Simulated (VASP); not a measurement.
# Si16Ge (a cell with a defect) in VASP: a series of runs

Runs on Si16Ge (a cell with a defect). Level: PBE. Tasks: single point, relaxation of the atoms.

All numbers are computed with VASP 6.6.1; they aren't measurements. Logs are shortened: lines on timing, memory, paths and dates and some standing lists are left out, and cuts for length are marked.

## (1) The cell of the first run

The cell holds a defect, 17 atoms: a = 7.679 Å, b = 7.679 Å, c = 7.679 Å, α = 60.00°, β = 60.00°, γ = 60.00°.

## (2) Single point, PBE

INCAR

```
  ALGO = Normal
  EDIFF = 1E-7
  ENCUT = 520
  GGA = PE
  ISIF = 2
  ISMEAR = 0
  LASPH = True
  LCHARG = True
  LELF = True
  LREAL = Auto
  LVHAR = True
  LWAVE = False
  NBANDS = 53
  NELM = 80
  PREC = Accurate
  SIGMA = 0.05
```

KPOINTS

```
k-points
0
Gamma
  2 2 2
```

POSCAR

```
Si16Ge
1.0
    0.0000000000      5.4300000000      5.4300000000
    5.4300000000      0.0000000000      5.4300000000
    5.4300000000      5.4300000000      0.0000000000
Si Ge
16 1
Direct
   -0.0005455801      0.0001547882      0.0004291897
    0.1210317680      0.1212192449      0.1212465009
   -0.0048901473     -0.0044507366      0.5047916206
    0.1209860037      0.1210683241      0.6368826888
   -0.0048860958      0.5046356354     -0.0042837017
    0.1210209024      0.6366603131      0.1211755985
   -0.0048930939      0.5046604972      0.5048013812
    0.1269996317      0.6243189687      0.6244826888
    0.5042188766     -0.0044385820     -0.0042763352
    0.6360848066      0.1213026703      0.1213752302
    0.5042431860     -0.0044457643      0.5047630755
    0.6239003683      0.1274053407      0.6244736648
    0.5042284530      0.5046070902     -0.0042792818
    0.6239084715      0.6243186004      0.1275569061
    0.4996483425      0.5001002762      0.5002706262
    0.6238902394      0.6243302026      0.6244806630
    0.2493168508      1.2501837017      0.2505706262
```

Potentials or basis: VASP PAW PBE potentials, release 64 (Si, Ge_d).

On the command line:

```bash
cat potpaw_PBE.64/Si/POTCAR potpaw_PBE.64/Ge_d/POTCAR > POTCAR
mpirun -np 1 vasp_std > vasp.out
```

OUTCAR:

```text
EDIFF = 1E-7
   ENCUT = 520
   GGA = PE
   ISIF = 2
   ISMEAR = 0
   LASPH = True
   LREAL = Auto
   NELM = 80
   PREC = Accurate

 ion  position               nearest neighbor table
   1  0.999  0.000  0.000-  10 2.28   2 2.28   6 2.28   4 2.28
   2  0.121  0.121  0.121-   1 2.28   9 2.40   5 2.40   3 2.40  17 2.42
   3  0.995  0.996  0.505-  12 2.33   8 2.33   4 2.40   2 2.40  17 2.76
   4  0.121  0.121  0.637-   1 2.28  11 2.40   3 2.40   7 2.41  17 2.42
   5  0.995  0.505  0.996-  14 2.33   8 2.33   6 2.40   2 2.40  17 2.76
   6  0.121  0.637  0.121-   1 2.28  13 2.40   5 2.40   7 2.41  17 2.42
   7  0.995  0.505  0.505-  16 2.33   8 2.33   4 2.41   6 2.41  17 2.76
   8  0.127  0.624  0.624-   3 2.33   7 2.33   5 2.33  15 2.34
   9  0.504  0.996  0.996-  14 2.33  12 2.33   2 2.40  10 2.40  17 2.77
  10  0.636  0.121  0.121-   1 2.28   9 2.40  13 2.40  11 2.40  17 2.43
  11  0.504  0.996  0.505-  12 2.33  16 2.33   4 2.40  10 2.40  17 2.76
  12  0.624  0.127  0.624-   3 2.33  11 2.33   9 2.33  15 2.34
  13  0.504  0.505  0.996-  14 2.33  16 2.33   6 2.40  10 2.40  17 2.77
  14  0.624  0.624  0.128-   5 2.33  13 2.33   9 2.33  15 2.34
  15  0.500  0.500  0.500-   8 2.34  16 2.34  12 2.34  14 2.34
  16  0.624  0.624  0.624-   7 2.33  11 2.33  13 2.33  15 2.34
  17  0.249  0.250  0.251-   4 2.42   6 2.42   2 2.42  10 2.43   7 2.76   3 2.76   5 2.76  11 2.76
                            13 2.77   9 2.77

  LATTYP: Found a face centered cubic cell.
 ALAT       =    10.8600000000

  Lattice vectors:

 A1 = (   0.0000000000,   5.4300000000,   5.4300000000)
 A2 = (   5.4300000000,   0.0000000000,   5.4300000000)
 A3 = (   5.4300000000,   5.4300000000,   0.0000000000)

Analysis of symmetry for initial positions (statically):
=====================================================================
 Subroutine PRICEL returns:
 Original cell was already a primitive cell.

 Routine SETGRP: Setting up the symmetry group for a
 face centered cubic supercell.

 Subroutine GETGRP returns: Found  1 space group operations
 (whereof  1 operations were pure point group operations)
 out of a pool of 48 trial point group operations.

The static configuration has the point symmetry C_1 .

Analysis of symmetry for dynamics (positions and initial velocities):
=====================================================================
 Subroutine PRICEL returns:
 Original cell was already a primitive cell.

 Routine SETGRP: Setting up the symmetry group for a
 face centered cubic supercell.

 Subroutine GETGRP returns: Found  1 space group operations
 (whereof  1 operations were pure point group operations)
[... 124 lines left out ...]
   TEBEG  =    0.0;   TEEND  =   0.0 temperature during run
   PSTRESS=    0.0 pullay stress
   NELECT =      78.0000    total number of electrons
   NUPDOWN=      -1.0000    fix difference up-down
   EMIN   =  10.00;   EMAX   =-10.00  energy-range for DOS
   EFERMI =   0.00;   METHOD = LEGACY
   ISMEAR =     0;   SIGMA  =   0.05  broadening in eV -4-tet -1-fermi 0-gaus
   EFERMI_NEDOS =   21; number of points for ismear=-14 and -15
   IALGO  =     38    algorithm
   IMIX   =      4    mixing-type and parameters
     AMIX     =   0.40;   BMIX     =  1.00
     AMIX_MAG =   1.60;   BMIX_MAG =  1.00
  volume/ion in A,a.u.               =      18.84       127.11
  Fermi-wavevector in a.u.,A,eV,Ry     =   1.022421  1.932096 14.222785  1.045345
  Thomas-Fermi vector in A             =   2.156100
   LORBIT       =      0    0 simple, 1 ext, 2 COOP (PROOUT), +10 PAW based schemes
   GGA     = PE    functional components
   LHFCALC =     F    Hartree Fock is set to
   AEXX    =    0.0000 exact exchange contribution
   IVDW    =     0    specifies the selected vdW correction
   LEPSILON=     F    determine dielectric tensor
   LRPA    =     F    only Hartree local field effects (RPA)
 non-spin polarized calculation
 Gauss-broadening in eV      SIGMA  =   0.05
  energy-cutoff  :      520.00
  volume of cell :      320.21
 maximum number of plane-waves:      8646
 NGX is ok and might be reduce to    60
   NGX = 29   NGY = 29   NGZ = 29

 number of electron      77.9999997 magnetization

 Free energy of the ion-electron system (eV)
  ---------------------------------------------------
  ext. energy  EPLUGINS =         0.00000000
  ---------------------------------------------------
  free energy    TOTEN  =       -86.69694846 eV

  energy without entropy =      -86.68663484  energy(sigma->0) =      -86.69179165

 E-fermi :   6.9405     XC(G=0):  -9.7496

 val. band max:        6.6808166528   @ k =   0.0000   0.0000   0.0000
 cond. band min:       6.9492415646   @ k =   0.0000   0.0000   0.0000
 fundamental gap:      0.2684249118
 Fermi energy:         6.9404864226

 k-point     1 :       0.0000    0.0000    0.0000
  band No.  band energies     occupation
      1     -18.2525      2.00000
      2     -18.2525      2.00000
      3     -18.2525      2.00000
      4     -18.2387      2.00000
      5     -18.2386      2.00000
      6      -6.5215      2.00000
[... 421 lines left out ...]
     50      10.3319      0.00000
     51      10.3323      0.00000
 [bands above 51 left out]

------------------------ aborting loop because EDIFF is reached ----------------------------------------

  FORCE on cell =-STRESS in cart. coord.  units (eV):
  Direction    XX          YY          ZZ          XY          YZ          ZX
  --------------------------------------------------------------------------------------
  -------------------------------------------------------------------------------------
  Total       13.3688996     13.3806307     13.3761468     -0.0135911      0.0207039     -0.0052730
  in kB       66.8923971     66.9510948     66.9286592     -0.0680044      0.1035937     -0.0263841
  external PRESSURE =      66.9240504 kB  Pullay stress =       0.0000000 kB

 VOLUME and BASIS-vectors are now :
 -----------------------------------------------------------------------------
  energy-cutoff  :      520.00
  volume of cell :      320.21
      direct lattice vectors                 reciprocal lattice vectors
     0.000000000  5.430000000  5.430000000    -0.092081031  0.092081031  0.092081031
     5.430000000  0.000000000  5.430000000     0.092081031 -0.092081031  0.092081031
     5.430000000  5.430000000  0.000000000     0.092081031  0.092081031 -0.092081031

 POSITION                                       TOTAL-FORCE (eV/Angst)
 -----------------------------------------------------------------------------------
      0.00317      5.42937      5.42788        -0.010169      0.002111      0.007025
      1.31659      1.31557      1.31542         0.008435     -0.003484     -0.008142
      8.14685      8.14447     10.80928        -0.003840      0.000045      0.010749
      4.11567      4.11523      1.31435         0.014804      0.001094     -0.011066
      8.14691     10.81021      8.14364        -0.003250      0.007579      0.002021
      4.11505      1.31513      4.11421         0.012583     -0.004075     -0.005124
[... 9 lines left out ...]
      6.78104      6.77865      6.77784         0.011994      0.012076      0.011545
      2.71910      2.71439      2.71229        -0.007805     -0.000644      0.004920
 -----------------------------------------------------------------------------------
    total drift:                                0.002428      0.000203     -0.001550

  FREE ENERGIE OF THE ION-ELECTRON SYSTEM (eV)
  ---------------------------------------------------
  free  energy   TOTEN  =       -86.6969484606 eV

  energy  without entropy=      -86.6866348369  energy(sigma->0) =      -86.69179165
```

OSZICAR:

```text
N       E                     dE             d eps       ncg     rms          rms(c)
DAV:   1     0.407982914765E+03    0.40798E+03   -0.30081E+04  1032   0.159E+03
DAV:   2    -0.217640572311E+02   -0.42975E+03   -0.39875E+03   946   0.389E+02
DAV:   3    -0.848455157202E+02   -0.63081E+02   -0.60175E+02  1061   0.104E+02
DAV:   4    -0.881623209762E+02   -0.33168E+01   -0.32862E+01  1048   0.271E+01
DAV:   5    -0.882731988049E+02   -0.11088E+00   -0.11067E+00  1088   0.495E+00    0.144E+01
DAV:   6    -0.871654431510E+02    0.11078E+01   -0.67464E-01  1032   0.280E+00    0.874E+00
DAV:   7    -0.866924890773E+02    0.47295E+00   -0.11946E+00   992   0.345E+00    0.606E-01
DAV:   8    -0.866952362565E+02   -0.27472E-02   -0.88485E-02  1032   0.139E+00    0.266E-01
DAV:   9    -0.866963602106E+02   -0.11240E-02   -0.35203E-03  1120   0.264E-01    0.188E-01
DAV:  10    -0.866968339575E+02   -0.47375E-03   -0.63481E-04   992   0.104E-01    0.584E-02
DAV:  11    -0.866969418644E+02   -0.10791E-03   -0.15964E-04   968   0.516E-02    0.203E-02
DAV:  12    -0.866969462744E+02   -0.44101E-05   -0.93880E-06  1184   0.114E-02    0.108E-02
DAV:  13    -0.866969484296E+02   -0.21552E-05   -0.44180E-06   968   0.800E-03    0.403E-03
DAV:  14    -0.866969484606E+02   -0.30965E-07   -0.11961E-07   720   0.231E-03
   1 F= -.86696948E+02 E0= -.86691792E+02  d E =-.103136E-01
```

stdout:

```text
POSCAR found type information on POSCAR SiGe
 POSCAR found :  2 types and      17 ions
 scaLAPACK will be used
 LDA part: xc-table for (Slater+PW92), standard interpolation
 POSCAR, INCAR and KPOINTS ok, starting setup
 FFT: planning ... GRIDC
 FFT: planning ... GRID_SOFT
 FFT: planning ... GRID
 WAVECAR not read
 entering main loop
```

Run time: 4.2 min. Hardware: 1 thread of Intel Xeon Platinum 8488C (Sapphire Rapids), shared host; peak memory 0.5 GiB.

What came out:

```
Free energy            : -86.6969 eV
Pressure               : 6.7 GPa
Largest force          : 0.024 eV/Å
Band gap on the k mesh : zero (bands 39 and 40 overlap by 0.31 eV)
```

Forces on the atoms (eV/Å):
```
Si  -0.010  0.002  0.007
Si   0.008 -0.003 -0.008
Si  -0.004  0.000  0.011
Si   0.015  0.001 -0.011
Si  -0.003  0.008  0.002
Si   0.013 -0.004 -0.005
Si  -0.014  0.000  0.003
Si   0.014 -0.013 -0.014
Si   0.001  0.000  0.002
Si   0.006  0.000 -0.004
Si  -0.003 -0.005  0.002
Si  -0.011  0.012 -0.011
Si  -0.003  0.001 -0.003
Si  -0.010 -0.011  0.011
Si  -0.004  0.001  0.002
Si   0.012  0.012  0.012
Ge  -0.008 -0.001  0.005
```

Caveat: the k points lie up to 0.50 Å⁻¹ apart.

(Part 1 of 2 ends here.)
